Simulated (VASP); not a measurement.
A run of VASP 6.6.1 is set up as follows.

The input INCAR:

```
SYSTEM = SrVO3
PREC     = Accurate       ! precision mode
ENCUT    = 600            ! plane-wave cutoff, eV
EDIFF    = 1E-6           ! SCF threshold, eV
ISMEAR   = -1             ! smearing method
SIGMA    = 0.05           ! smearing width, eV
LREAL    = .FALSE.        ! projectors in reciprocal space
LASPH    = .TRUE.         ! aspherical terms in the spheres
NELM     = 150            ! most SCF steps
ALGO     = Normal         ! electronic algorithm
ISIF     = 3              ! what is computed and relaxed
LWAVE    = .FALSE.        ! write WAVECAR
LCHARG   = .FALSE.        ! write CHGCAR
ISPIN    = 2              ! spin polarisation
MAGMOM   = 0 2 0 0 0      ! initial moments
LORBIT   = 11             ! projections on sites
LMAXMIX  = 4              ! l up to which the mixer works
GGA      = RE             ! functional
IBRION   = 2              ! ionic algorithm
NSW      = 60             ! ionic steps
EDIFFG   = -0.01          ! ionic threshold
```

Contents of KPOINTS:

```
regular mesh
0
G
  7 7 7
  0 0 0
```

Contents of POSCAR:

```
SrVO3
1.0
    3.8409000000      0.0000000000      0.0000000000
    0.0000000000      3.8409000000      0.0000000000
    0.0000000000      0.0000000000      3.8409000000
Sr V O
1 1 3
Direct
    0.5000000000      0.5000000000      0.5000000000
    0.0000000000      0.0000000000      0.0000000000
    0.0000000000      0.0000000000      0.5000000000
    0.0000000000      0.5000000000      0.0000000000
    0.5000000000      0.0000000000      0.0000000000
```

Potentials or basis: VASP PAW PBE potentials, release 64 (Sr_sv, V_sv, O).

Command:

```console
$ cat potpaw_PBE.64/Sr_sv/POTCAR potpaw_PBE.64/V_sv/POTCAR potpaw_PBE.64/O/POTCAR > POTCAR
$ mpirun -np 1 vasp_std > vasp.out
```

**Question.** Predict the net moment.

**Answer.** 0.00 μB per cell.

**Question.** Estimate the relaxed cell.

**Answer.** a = 3.888 Å, b = 3.888 Å, c = 3.888 Å, α = 90.00°, β = 90.00°, γ = 90.00°.

**Question.** Predict the relaxed volume.

**Answer.** 11.75 Å³/atom.

**Question.** Predict the space group after relaxing (to 0.05 Å).

**Answer.** Pm-3m (No. 221).

Step by step:
```tsv
step	energy change (eV)	largest force (eV/Å)	pressure (GPa)	volume (Å³)
1	0.0000	0.0000	6.66	56.66
2	-0.0132	0.0000	-4.85	60.61
3	-0.0421	0.0000	-0.01	58.77
```

Caveat: the PAW data sets were made with another functional, which shifts forces and pressure a little. Zero-point motion and thermal expansion aren't in these numbers.
